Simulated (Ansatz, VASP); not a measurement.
BC5 in VASP and in Ansatz

File INCAR:

```
ALGO = Normal
EDIFF = 1E-7
ENCUT = 520
GGA = PE
ISIF = 2
ISMEAR = 0
ISPIN = 2
LASPH = True
LCHARG = False
LORBIT = 11
LREAL = False
LWAVE = False
MAGMOM = 0 1 1 1 1 1
NBANDS = 24
NELM = 150
PREC = Accurate
SIGMA = 0.1
```

KPOINTS

```
k-points
0
Gamma
  6 6 6
```

File POSCAR:

```
BC5
1.0
    0.0000000000      2.6404573900      2.6404573900
    2.6404573900      0.0000000000      2.6404573900
    2.6404573900      2.6404573900      0.0000000000
B C
1 5
Direct
    0.2500000000      0.2500000000      0.2500000000
    0.5000000000      0.5000000000      0.5000000000
    0.8727480400      0.8727480400      0.8727480400
    0.8727480400      0.8727480400      0.3817558700
    0.8727480400      0.3817558700      0.8727480400
    0.3817558700      0.8727480400      0.8727480400
```

Input for Ansatz:

```yaml
crystal:
  lattice:
    - [0.0, 2.64045739, 2.64045739]
    - [2.64045739, 0.0, 2.64045739]
    - [2.64045739, 2.64045739, 0.0]
  atoms:
    - { symbol: B, position: [0.25, 0.25, 0.25] }
    - { symbol: C, position: [0.5, 0.5, 0.5], spin: 1.0 }
    - { symbol: C, position: [0.87274804, 0.87274804, 0.87274804], spin: 1.0 }
    - { symbol: C, position: [0.87274804, 0.87274804, 0.38175587], spin: 1.0 }
    - { symbol: C, position: [0.87274804, 0.38175587, 0.87274804], spin: 1.0 }
    - { symbol: C, position: [0.38175587, 0.87274804, 0.87274804], spin: 1.0 }
basis:
  ecutwfc: 420
kpoints:
  mp_grid: { grid: [6, 6, 6] }
hamiltonian:
  xc: pbe
scf:
  occupations: { method: gaussian, width: 0.1 }
  lower_state_search: "off"
output:
  forces: true
  stress: true
  eigenvalues: true
  populations: true
magnetization:
  spin_polarized: true
```

Alike in both runs: task single point; functional PBE; k mesh 6 × 6 × 6; occupations gaussian, width 0.1 eV; collinear spin.

```csv
,VASP,Ansatz
version,VASP 6.6.1,Ansatz 0.2.0
potentials or method,"VASP PAW PBE potentials, release 64 (B, C), cutoff 520 eV","scalar-relativistic, plane waves, PAW"
valence electrons in the cell,23,23
```

Ansatz gave:

- gap on the k mesh at the Fermi level (eV): none
- rms of the force components (eV/Å): 0.246
- net moment per atom (μB): 0.00

Problem. What did VASP give for the same quantities?

Solution. gap on the k mesh at the Fermi level (eV): none; rms of the force components (eV/Å): 0.244; net moment per atom (μB): 0.00.

Atom by atom the forces differ by 0.002 eV/Å (rms over components). A gap of «none» marks a metal or a gap that the smearing closes. Ansatz's warnings: seeded moment not kept.
